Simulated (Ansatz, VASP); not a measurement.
YS3 in VASP and in Ansatz

Contents of INCAR:

```
PREC = Accurate
ENCUT = 600
EDIFF = 1E-6
ISMEAR = 0
SIGMA = 0.1
LREAL = F
LASPH = T
NELM = 100
ALGO = Normal
ISIF = 3
LWAVE = F
LCHARG = F
GGA = PE
IBRION = 2
NSW = 90
EDIFFG = -0.04
```

Contents of KPOINTS:

```
regular mesh
0
Gamma
  6 6 6
```

POSCAR

```
YS3
1.0
   -2.1614626822      2.1614626822      4.8282023551
    2.1614626822     -2.1614626822      4.8282023551
    2.1614626822      2.1614626822     -4.8282023551
Y S
1 3
Direct
    0.0000000000      0.0000000000      0.0000000000
    0.5000000000      0.5000000000      0.0000000000
    0.2500000000      0.7500000000      0.5000000000
    0.7500000000      0.2500000000      0.5000000000
```

Input for Ansatz:

```yaml
crystal:
  lattice:
    - [-2.1614626822, 2.1614626822, 4.8282023551]
    - [2.1614626822, -2.1614626822, 4.8282023551]
    - [2.1614626822, 2.1614626822, -4.8282023551]
  atoms:
    - { symbol: "Y", position: [0.0, 0.0, 0.0] }
    - { symbol: S, position: [0.5, 0.5, 0.0] }
    - { symbol: S, position: [0.25, 0.75, 0.5] }
    - { symbol: S, position: [0.75, 0.25, 0.5] }
basis:
  ecutwfc: 420
kpoints:
  mp_grid: { grid: [6, 6, 6] }
hamiltonian:
  xc: pbe
scf:
  occupations: { method: gaussian, width: 0.1 }
  lower_state_search: "off"
output:
  forces: true
  stress: true
  eigenvalues: true
relax:
  adjacent_minimum: "off"
  f_tol: 0.04
  max_steps: 70
  cell: { stress_tol: 0.4 }
```

Alike in both runs: task relaxation of cell and atoms; functional PBE; k mesh 6 × 6 × 6; occupations gaussian, width 0.1 eV; no spin polarisation.

|  | VASP | Ansatz |
| --- | --- | --- |
| version | VASP 6.6.1 | Ansatz 0.2.0 |
| potentials or method | VASP PAW PBE potentials, release 64 (Y_sv, S), cutoff 600 eV | scalar-relativistic, plane waves, PAW |
| valence electrons in the cell | 29 | 29 |

VASP gave:

* gap on the k mesh at the Fermi level, each at its own relaxed structure (eV): none
* relaxed volume (Å³/atom): 20.18
* relaxed cell length with the largest relative difference (Å): 6.390

Which values does Ansatz return?

gap on the k mesh at the Fermi level, each at its own relaxed structure (eV): none; relaxed volume (Å³/atom): 19.89; relaxed cell length with the largest relative difference (Å): 6.275.

A gap of «none» marks a metal or a gap that the smearing closes.
